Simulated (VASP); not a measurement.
# MgS (sol) (I-4m2) in VASP: a series of runs

Runs on MgS (sol). Level: PBEsol. Tasks: relaxation of the atoms.

Everything below comes from runs of VASP 6.6.1. Logs are shortened: lines on timing, memory, paths and dates and some standing lists are left out, and cuts for length are marked.

## Step 1: The cell of the first run

The structure is tetragonal, space group I-4m2 (No. 119). The conventional cell has a = 4.036 Å, b = 4.036 Å, c = 5.596 Å, α = 90.00°, β = 90.00°, γ = 90.00°. Within 3.2 Å of Mg (site symmetry -4m2) lie 4 S at 2.46 Å. Within 3.2 Å of S (site symmetry -4m2) lie 4 Mg at 2.46 Å.

## Step 2: Relaxation of the atoms, PBEsol (strained cell)

Contents of INCAR:

```
  PREC = Accurate
  ENCUT = 520
  EDIFF = 1E-7
  ISMEAR = 0
  SIGMA = 0.02
  LREAL = False
  LASPH = True
  NELM = 120
  ALGO = Normal
  ISIF = 2
  LWAVE = False
  LCHARG = False
  GGA = PS
  IBRION = 2
  NSW = 60
  EDIFFG = -0.002
  GGA_COMPAT = False
  NELMIN = 4
```

Contents of KPOINTS:

```
regular mesh
0
Gamma
  6 6 6
```

Contents of POSCAR:

```
MgS
1.0
    0.0000000000      2.8539585520      2.7979399374
    2.8539585520      0.0000000000      2.7979399374
    2.8539585520      2.8539585520      0.0000000000
Mg S
1 1
Direct
    0.0000000000      0.0000000000      0.0000000000
    0.2500000000      0.2500000000      0.2500000000
```

Potentials or basis: VASP PAW PBE potentials, release 64 (Mg, S).

Command:

```bash
$ cat potpaw_PBE.64/Mg/POTCAR potpaw_PBE.64/S/POTCAR > POTCAR
$ mpirun -np 1 vasp_std > vasp.out
```

OUTCAR:

```text
PREC = Accurate
   ENCUT = 520
   EDIFF = 1E-7
   ISMEAR = 0
   LREAL = False
   LASPH = True
   NELM = 120
   ISIF = 2
   GGA = PS
   IBRION = 2
   NSW = 60
   EDIFFG = -0.002
   NELMIN = 4

 ion  position               nearest neighbor table
   1  0.000  0.000  0.000-   2 2.46   2 2.46   2 2.46   2 2.46
   2  0.250  0.250  0.250-   1 2.46   1 2.46   1 2.46   1 2.46

  LATTYP: Found a body centered tetragonal cell.
 ALAT       =     4.0361068907
 C/A-ratio  =     1.3864548255

  Lattice vectors:

 A1 = (   0.0000000000,  -2.8539585520,  -2.7979399374)
 A2 = (   0.0000000000,   2.8539585520,  -2.7979399374)
 A3 = (   2.8539585520,   0.0000000000,   2.7979399374)

Analysis of symmetry for initial positions (statically):
=====================================================================
 Subroutine PRICEL returns:
 Original cell was already a primitive cell.

 Routine SETGRP: Setting up the symmetry group for a
 body centered tetragonal supercell.

 Subroutine GETGRP returns: Found  8 space group operations
 (whereof  8 operations were pure point group operations)
 out of a pool of 16 trial point group operations.

The static configuration has the point symmetry D_2d.

Analysis of symmetry for dynamics (positions and initial velocities):
=====================================================================
 Subroutine PRICEL returns:
 Original cell was already a primitive cell.

 Routine SETGRP: Setting up the symmetry group for a
 body centered tetragonal supercell.

 Subroutine GETGRP returns: Found  8 space group operations
 (whereof  8 operations were pure point group operations)
 out of a pool of 16 trial point group operations.

The dynamic configuration has the point symmetry D_2d.

 Subroutine INISYM returns: Found  8 space group operations
 (whereof  8 operations are pure point group operations),
 and found     1 'primitive' translations

----------------------------------------------------------------------------------------

                                     Primitive cell

  volume of cell :      45.5789

  direct lattice vectors                    reciprocal lattice vectors
     0.000000000  2.853958552  2.797939937    -0.175195256  0.175195256  0.178702907
     2.853958552  0.000000000  2.797939937     0.175195256 -0.175195256  0.178702907
     2.853958552  2.853958552  0.000000000     0.175195256  0.175195256 -0.178702907
[... 89 lines left out ...]
   NFREE  =      1    steps in history (QN), initial steepest desc. (CG)
   ISIF   =      2    stress and relaxation
   ISYM   =      2    0-nonsym 1-usesym 2-fastsym
   POTIM  = 0.5000    time-step for ionic-motion
   TEBEG  =    0.0;   TEEND  =   0.0 temperature during run
   PSTRESS=    0.0 pullay stress
   NELECT =       8.0000    total number of electrons
   NUPDOWN=      -1.0000    fix difference up-down
   EMIN   =  10.00;   EMAX   =-10.00  energy-range for DOS
   EFERMI =   0.00;   METHOD = LEGACY
   ISMEAR =     0;   SIGMA  =   0.02  broadening in eV -4-tet -1-fermi 0-gaus
   EFERMI_NEDOS =   21; number of points for ismear=-14 and -15
   IALGO  =     38    algorithm
   IMIX   =      4    mixing-type and parameters
     AMIX     =   0.40;   BMIX     =  1.00
     AMIX_MAG =   1.60;   BMIX_MAG =  1.00
  volume/ion in A,a.u.               =      22.79       153.79
  Fermi-wavevector in a.u.,A,eV,Ry     =   0.916608  1.732138 11.431207  0.840170
  Thomas-Fermi vector in A             =   2.041483
   LORBIT       =      0    0 simple, 1 ext, 2 COOP (PROOUT), +10 PAW based schemes
   GGA     = PS    functional components
   LHFCALC =     F    Hartree Fock is set to
   AEXX    =    0.0000 exact exchange contribution
   IVDW    =     0    specifies the selected vdW correction
   LEPSILON=     F    determine dielectric tensor
   LRPA    =     F    only Hartree local field effects (RPA)
 conjugate gradient relaxation of ions
 non-spin polarized calculation
 Gauss-broadening in eV      SIGMA  =   0.02
  energy-cutoff  :      520.00
  volume of cell :       45.58
 maximum number of plane-waves:      1246
 NGX is ok and might be reduce to    30
   NGX = 15   NGY = 15   NGZ = 15

 number of electron       8.0000001 magnetization

 Free energy of the ion-electron system (eV)
  ---------------------------------------------------
  ext. energy  EPLUGINS =         0.00000000
  ---------------------------------------------------
  free energy    TOTEN  =        -8.91534372 eV

  energy without entropy =       -8.91534372  energy(sigma->0) =       -8.91534372

 E-fermi :   1.1341     XC(G=0):  -8.5595

 val. band max:        1.0077081267   @ k =   0.0000   0.0000   0.0000
 cond. band min:       4.2472085180   @ k =   0.0000   0.0000   0.0000
 fundamental gap:      3.2395003913
 Fermi energy:         1.1341142082

 k-point     1 :       0.0000    0.0000    0.0000
  band No.  band energies     occupation
      1     -10.2797      2.00000
      2       0.9584      2.00000
      3       0.9584      2.00000
      4       1.0077      2.00000
      5       4.2472      0.00000
      6       8.8309      0.00000
      7       8.8309      0.00000
      8       8.8491      0.00000
[... 243 lines left out ...]
 k-point    24 :       0.5000    0.0000    0.3333
  band No.  band energies     occupation
      1      -9.4397      2.00000
      2      -1.6856      2.00000
      3      -0.4061      2.00000
      4       0.1175      2.00000
      5       5.4262      0.00000
      6       7.3167      0.00000
      7      10.2548      0.00000
      8      11.3069      0.00000

 [... further k-points ...]

------------------------ aborting loop because EDIFF is reached ----------------------------------------

  FORCE on cell =-STRESS in cart. coord.  units (eV):
  Direction    XX          YY          ZZ          XY          YZ          ZX
  --------------------------------------------------------------------------------------
  -------------------------------------------------------------------------------------
  Total       -0.2212880     -0.2212880     -0.1154020      0.0000000      0.0000000     -0.0000000
  in kB       -7.7786598     -7.7786598     -4.0565821      0.0000000      0.0000000     -0.0000000
  external PRESSURE =      -6.5379672 kB  Pullay stress =       0.0000000 kB

 VOLUME and BASIS-vectors are now :
 -----------------------------------------------------------------------------
  energy-cutoff  :      520.00
  volume of cell :       45.58
      direct lattice vectors                 reciprocal lattice vectors
     0.000000000  2.853958552  2.797939937    -0.175195256  0.175195256  0.178702907
     2.853958552  0.000000000  2.797939937     0.175195256 -0.175195256  0.178702907
     2.853958552  2.853958552  0.000000000     0.175195256  0.175195256 -0.178702907

 POSITION                                       TOTAL-FORCE (eV/Angst)
 -----------------------------------------------------------------------------------
      0.00000      0.00000      0.00000        -0.000000     -0.000000     -0.000000
      1.42698      1.42698      1.39897         0.000000      0.000000      0.000000
 -----------------------------------------------------------------------------------
    total drift:                                0.000000      0.000000     -0.000000

  FREE ENERGIE OF THE ION-ELECTRON SYSTEM (eV)
  ---------------------------------------------------
  free  energy   TOTEN  =        -8.9153437190 eV

  energy  without entropy=       -8.9153437190  energy(sigma->0) =       -8.91534372

 reached required accuracy - stopping structural energy minimisation
```

It took 12 s on 1 thread of Intel Xeon Platinum 8259CL at 2.50GHz (Skylake/Cascade Lake), shared host; peak memory 0.16 GiB.

What came out:

| Quantity | Value |
| --- | --- |
| Free energy | -8.9153 eV |
| Pressure after relaxing | -0.7 GPa |
| Band gap on the k mesh | 3.24 eV, direct |

Final structure:
```
Mg S
1.0
     0.00000    2.85396    2.79794
     2.85396    0.00000    2.79794
     2.85396    2.85396    0.00000
Mg S
1 1
Direct
  0.00000 0.00000 0.00000
  0.25000 0.25000 0.25000
```

Caveat: the cell differs from its parent crystal (strained cell); the relaxation stopped at its first step, so nothing moved; the PAW data sets were made with another functional, which shifts forces and pressure a little.

## Step 3: Relaxation of the atoms, PBEsol (strained cell)

Contents of INCAR:

```
SYSTEM = MgS
PREC = Accurate
ENCUT = 520
EDIFF = 1E-7
ISMEAR = 0
SIGMA = 0.02
LREAL = .FALSE.
LASPH = .TRUE.
NELM = 120
ALGO = Normal
ISIF = 2
LWAVE = .FALSE.
LCHARG = .FALSE.
GGA = PS
IBRION = 2
NSW = 60
EDIFFG = -0.002
GGA_COMPAT = .FALSE.
NELMIN = 4
```

Contents of KPOINTS:

```
regular mesh
0
G
  6 6 6
  0 0 0
```

Contents of POSCAR:

```
MgS
1.0
    0.0000000000      2.8539585520      2.7840131090
    2.8539585520      0.0000000000      2.7840131090
    2.8539585520      2.8539585520      0.0000000000
Mg S
1 1
Direct
    0.0000000000      0.0000000000      0.0000000000
    0.2500000000      0.2500000000      0.2500000000
```

Potentials or basis: VASP PAW PBE potentials, release 64 (Mg, S).

Command:

```bash
$ cat potpaw_PBE.64/Mg/POTCAR potpaw_PBE.64/S/POTCAR > POTCAR
$ mpirun -np 1 vasp_std > vasp.out
```

Run time: 12 s. Hardware: 1 thread of Intel Xeon Platinum 8259CL at 2.50GHz (Skylake/Cascade Lake), shared host; peak memory 0.16 GiB.

It converged, with:

- Free energy: -8.9156 eV
- Pressure after relaxing: -0.4 GPa
- Band gap on the k mesh: 3.25 eV, direct

Stress tensor (GPa, compression positive):
```
-0.53  0.00  0.00
 0.00 -0.53  0.00
 0.00  0.00 -0.08
```

Final structure:
```yaml
crystal:
  lattice:
    - [0.00000, 2.85396, 2.78401]
    - [2.85396, 0.00000, 2.78401]
    - [2.85396, 2.85396, 0.00000]
  atoms:
    - { symbol: Mg, position: [0.00000, 0.00000, 0.00000] }
    - { symbol: S, position: [0.25000, 0.25000, 0.25000] }
```

Levels at points of the mesh, in eV from the valence-band top:
```csv
k point,band 1,band 2,band 3,band 4,band 5,band 6,band 7,band 8
"(0.00, 0.00, 0.00)",-11.31,-0.06,-0.06,0.00,3.25,7.83,7.83,7.85
"(0.50, 0.00, 0.00)",-10.62,-3.23,-0.43,-0.31,4.95,7.38,7.63,8.39
"(0.50, 0.50, 0.00)",-10.37,-2.82,-1.17,-1.17,3.63,5.38,11.18,12.05
"(0.50, 0.00, 0.50)",-10.41,-2.93,-1.06,-1.04,3.69,5.57,10.89,11.91
```

Caveat: the cell differs from its parent crystal (strained cell); the relaxation stopped at its first step, so nothing moved; the PAW data sets were made with another functional, which shifts forces and pressure a little. A k mesh can miss the band edges.
